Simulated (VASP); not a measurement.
# V2O (Pnnm) in VASP: further runs, part 2 of 2

VASP 6.6.1.

## 5. Single point, PBE, collinear spin, ferromagnetic start

This run uses another cell than the first one, of 10.15 Å³/atom.

INCAR reads:

```
SYSTEM = V2O
PREC     = Accurate       ! precision mode
ENCUT    = 520            ! plane-wave cutoff, eV
EDIFF    = 1E-6           ! SCF threshold, eV
ISMEAR   = 0              ! smearing method
SIGMA    = 0.1            ! smearing width, eV
LREAL    = .False.        ! projectors in reciprocal space
LASPH    = .True.         ! aspherical terms in the spheres
NELM     = 150            ! most SCF steps
ALGO     = Normal         ! electronic algorithm
ISIF     = 2              ! what is computed and relaxed
LWAVE    = .False.        ! write WAVECAR
LCHARG   = .False.        ! write CHGCAR
ISPIN    = 2              ! spin polarisation
MAGMOM   = 2 2 2 2 0 0    ! initial moments
LORBIT   = 11             ! projections on sites
LMAXMIX  = 4              ! l up to which the mixer works
GGA      = PE             ! functional
NBANDS   = 45             ! bands
```

KPOINTS reads:

```
regular mesh
0
Gamma
  4 4 6
  0 0 0
```

POSCAR reads:

```
V2O
1.0
    4.0304899127      0.0000000000      0.0000000000
    0.0000000000      4.9191818343      0.0000000000
    0.0000000000      0.0000000000      3.0708840032
V O
4 2
Direct
    0.2004000000      0.3787000000      0.0000000000
    0.7996000000      0.6213000000      0.0000000000
    0.7004000000      0.1213000000      0.5000000000
    0.2996000000      0.8787000000      0.5000000000
    0.0000000000      0.0000000000      0.0000000000
    0.5000000000      0.5000000000      0.5000000000
```

Potentials or basis: VASP PAW PBE potentials, release 64 (V_sv, O).

Command:

```console
$ cat potpaw_PBE.64/V_sv/POTCAR potpaw_PBE.64/O/POTCAR > POTCAR
$ mpirun -np 1 vasp_std > vasp.out
```

OUTCAR:

```text
SYSTEM = V2O
   PREC = Accurate
   ENCUT = 520
   EDIFF = 1E-6
   ISMEAR = 0
   LREAL = .False.
   LASPH = .True.
   NELM = 150
   ISIF = 2
   ISPIN = 2
   LORBIT = 11
   GGA = PE

 ion  position               nearest neighbor table
   1  0.200  0.379  0.000-   2 2.01   5 2.03   6 2.04   6 2.04   2 2.69   3 2.83   3 2.83   3 2.83
                             3 2.83
   2  0.800  0.621  0.000-   1 2.01   5 2.03   6 2.04   6 2.04   1 2.69   4 2.83   4 2.83   4 2.83
                             4 2.83
   3  0.700  0.121  0.500-   4 2.01   6 2.03   5 2.04   5 2.04   4 2.69   1 2.83   1 2.83   1 2.83
                             1 2.83
   4  0.300  0.879  0.500-   3 2.01   6 2.03   5 2.04   5 2.04   3 2.69   2 2.83   2 2.83   2 2.83
                             2 2.83
   5  0.000  0.000  0.000-   1 2.03   2 2.03   3 2.04   4 2.04   3 2.04   4 2.04
   6  0.500  0.500  0.500-   3 2.03   4 2.03   1 2.04   2 2.04   1 2.04   2 2.04

  LATTYP: Found a simple orthorhombic cell.
 ALAT       =     3.0708840032
 B/A-ratio  =     1.3124852350
 C/A-ratio  =     1.6018781006

  Lattice vectors:

 A1 = (   0.0000000000,   0.0000000000,   3.0708840032)
 A2 = (   4.0304899127,   0.0000000000,   0.0000000000)
 A3 = (   0.0000000000,   4.9191818343,   0.0000000000)

Analysis of symmetry for initial positions (statically):
[... 2482 lines left out ...]
  external PRESSURE =     181.5818322 kB  Pullay stress =       0.0000000 kB

 VOLUME and BASIS-vectors are now :
 -----------------------------------------------------------------------------
  energy-cutoff  :      520.00
  volume of cell :       60.89
      direct lattice vectors                 reciprocal lattice vectors
     4.030489913  0.000000000  0.000000000     0.248108796  0.000000000  0.000000000
     0.000000000  4.919181834  0.000000000     0.000000000  0.203285838  0.000000000
     0.000000000  0.000000000  3.070884003     0.000000000  0.000000000  0.325639132

 POSITION                                       TOTAL-FORCE (eV/Angst)
 -----------------------------------------------------------------------------------
      0.80771      1.86289      0.00000         2.055671     -1.756092     -0.000000
      3.22278      3.05629      0.00000        -2.055671      1.756092      0.000000
      2.82296      0.59670      1.53544         2.055671      1.756092      0.000000
      1.20753      4.32249      1.53544        -2.055671     -1.756092      0.000000
      0.00000      0.00000      0.00000         0.000000      0.000000      0.000000
      2.01524      2.45959      1.53544         0.000000      0.000000      0.000000
 -----------------------------------------------------------------------------------
    total drift:                               -0.000000      0.000000     -0.000000

  FREE ENERGIE OF THE ION-ELECTRON SYSTEM (eV)
  ---------------------------------------------------
  free  energy   TOTEN  =       -50.9897244006 eV

  energy  without entropy=      -50.9637790746  energy(sigma->0) =      -50.97675174

 total charge

# of ion       s       p       d       tot
------------------------------------------
    1        2.261   6.229   3.409  11.899
    2        2.261   6.229   3.409  11.899
    3        2.261   6.229   3.409  11.899
    4        2.261   6.229   3.409  11.899
    5        1.557   3.516   0.000   5.073
    6        1.557   3.516   0.000   5.073
--------------------------------------------------
tot         12.158  31.948  13.637  57.743

 magnetization (x)

# of ion       s       p       d       tot
------------------------------------------
    1        0.000   0.000   0.000   0.000
    2        0.000   0.000   0.000   0.000
    3        0.000   0.000   0.000   0.000
    4        0.000   0.000   0.000   0.000
    5       -0.000  -0.000   0.000  -0.000
    6       -0.000  -0.000   0.000  -0.000
--------------------------------------------------
tot          0.000   0.000   0.000   0.000
```

Wall time 76 s (1 thread of Intel Xeon 6975P-C (Granite Rapids), shared host); peak memory 0.28 GiB.

Results:

```
Free energy                                           : -50.9897 eV
Pressure                                              : 18.2 GPa
Largest force                                         : 2.704 eV/Å
Band gap on the k mesh                                : zero (filled and empty bands overlap)
Net moment                                            : 0.00 μB per cell
Valence electrons inside the program's atomic spheres : V 11.90; O 5.07
```

Forces in eV/Å, atoms in the order of the input:
```
V    2.056 -1.756  0.000
V   -2.056  1.756  0.000
V    2.056  1.756  0.000
V   -2.056 -1.756  0.000
O    0.000  0.000  0.000
O    0.000  0.000  0.000
```

Caveat: the k points lie up to 0.39 Å⁻¹ apart, too coarse for converged energies and pressures of a metal; atoms lie so close that the PAW spheres overlap strongly, which falsifies energies and pressures; forces of over 1 eV/Å act on the atoms, so gaps and moduli don't describe the material at rest.

## 6. Summary

| task | spin | cell | k mesh | cutoff (eV) | gap on the mesh (eV) | pressure (GPa) | largest force (eV/Å) |
| --- | --- | --- | --- | --- | --- | --- | --- |
| single point | off | a = 4.763, b = 5.109, c = 2.609 Å, 6 atoms, atomic positions A | 4 × 4 × 6 | 520 | none | 0.8 | 0.02 |
| relaxation of cell and atoms | off | relaxed from a = 4.030, b = 4.919, c = 3.071 Å, 6 atoms, atomic positions B | 4 × 4 × 6 | 600 | none | 0.0 | 0.04 |
| single point | off | a = 4.756, b = 5.096, c = 2.623 Å, 6 atoms, atomic positions C | 8 × 8 × 14 | 520 | none | 0.9 | 0.02 |
| single point | collinear, ferromagnetic start | a = 4.030, b = 4.919, c = 3.071 Å, 6 atoms, atomic positions B | 4 × 4 × 6 | 520 | none | 18.2 | 2.70 |

Alike in all rows: level PBE; potentials or basis VASP PAW PBE potentials, release 64 (V_sv, O); smearing gaussian 0.1 eV.

Caveats: some runs use coarse meshes; a cell axis changed by over 15 % at a fixed basis, so the end point is rough (at least some runs); atoms lie so close that the PAW spheres overlap strongly, which falsifies energies and pressures (at least some runs); forces of over 1 eV/Å act on the atoms, so gaps and moduli don't describe the material at rest (at least some runs).

Total energies depend on the potentials used, so only differences within one code and one set of settings carry meaning.
